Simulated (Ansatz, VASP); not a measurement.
**Two plane-wave programs on Be7S**

```
Be S
1.0
     4.46352    0.00000    0.00000
    -2.23176    3.86552    0.00000
     0.00000    0.00000    4.38441
Be S
7 1
Direct
  0.16819 0.33638 0.50000
  0.66362 0.83181 0.50000
  0.16819 0.83181 0.50000
  0.83638 0.16362 0.00000
  0.32724 0.16362 0.00000
  0.83638 0.67276 0.00000
  0.33333 0.66667 0.00000
  0.66667 0.33333 0.50000
```

Change from the starting cell: species swapped into the LiMg7 type (P-6m2, No. 187).

Alike in both runs: functional PBE; k mesh 4 × 4 × 4; occupations gaussian, width 0.2 eV; no spin polarisation.

Ansatz relaxed the structure, and its values are those at the end. VASP's run is a single point on that final structure, the one shown.

|  | VASP | Ansatz |
| --- | --- | --- |
| version | VASP 6.6.1 | Ansatz 0.2.0 |
| potentials or method | VASP PAW PBE potentials, release 64 (Be, S), cutoff 600 eV | scalar-relativistic, plane waves, PAW |
| valence electrons in the cell | 20 | 20 |

Ansatz gave:

```
gap on the k mesh at the Fermi level (eV) : none
pressure (GPa)                            : 0.0
rms of the force components (eV/Å)        : 0.005
```

Estimate VASP's values.

gap on the k mesh at the Fermi level (eV): none; pressure (GPa): 0.1; rms of the force components (eV/Å): 0.006.

A gap of «none» marks a metal or a gap that the smearing closes. With one functional, cell and mesh, what is left measures potentials, basis and numerics.

The k mesh is coarse, so the values compare programs but aren't converged.
